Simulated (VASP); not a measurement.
# InSb3: single point with PBE

InSb3:

```xyz
4
Lattice="4.9219 0.0000 0.0000 0.0000 4.9219 0.0000 0.0000 0.0000 4.3593" Properties=species:S:1:pos:R:3 pbc="T T T"
In    0.0000    0.0000    0.0000
Sb    2.4609    0.0000    2.1797
Sb    0.0000    2.4609    2.1797
Sb    2.4609    2.4609    0.0000
```

This cell differs from its parent crystal: volume 26.401 Å^3 an atom, c/a of the conventional cell 0.8857.

```yaml
Program: VASP 6.6.1
Task: single point
Functional: PBE
Potentials_or_basis: VASP PAW PBE potentials, release 64 (In_d, Sb)
Cutoff: 520 eV
k_mesh: 10 × 10 × 10
Occupations: gaussian, width 0.15 eV
Spin: no spin polarisation
```

```json
{
  "Pressure": "3.0 GPa",
  "Band gap on the k mesh": "zero (band 14 reaches 11.30 eV, above the bottom of band 15 at 7.13 eV)"
}
```

Stress tensor (GPa, compression positive):
```
3.26 0.00 0.00
0.00 3.26 0.00
0.00 0.00 2.44
```

Levels at points of the mesh, in eV from the Fermi level:
| k point | band 12 | band 13 | band 14 | band 15 | band 16 | band 17 |
| --- | --- | --- | --- | --- | --- | --- |
| (0.00, 0.00, 0.00) | -3.36 | 0.01 | 0.01 | 0.67 | 2.05 | 2.34 |
| (0.50, 0.00, 0.00) | -2.43 | -1.56 | -0.62 | -0.56 | 1.81 | 2.34 |
| (0.50, 0.50, 0.00) | -0.76 | -0.76 | -0.66 | -0.66 | 0.82 | 1.71 |
| (0.00, 0.00, 0.50) | -2.26 | -2.26 | -1.68 | -1.30 | 1.71 | 1.71 |
| (0.50, 0.00, 0.50) | -1.99 | -1.58 | -1.37 | -1.22 | -0.87 | 0.78 |
| (0.50, 0.50, 0.50) | -5.07 | -4.82 | 2.87 | 2.98 | 3.85 | 3.85 |

Run time: 2.2 min on 1 thread of Intel(R) Xeon(R) Platinum 8259CL CPU @ 2.50GHz (Skylake/Cascade Lake), with other jobs on the host, peak memory 0.41 GiB.

Caveat: spin-orbit coupling is left out, which moves the levels of the heavy elements.
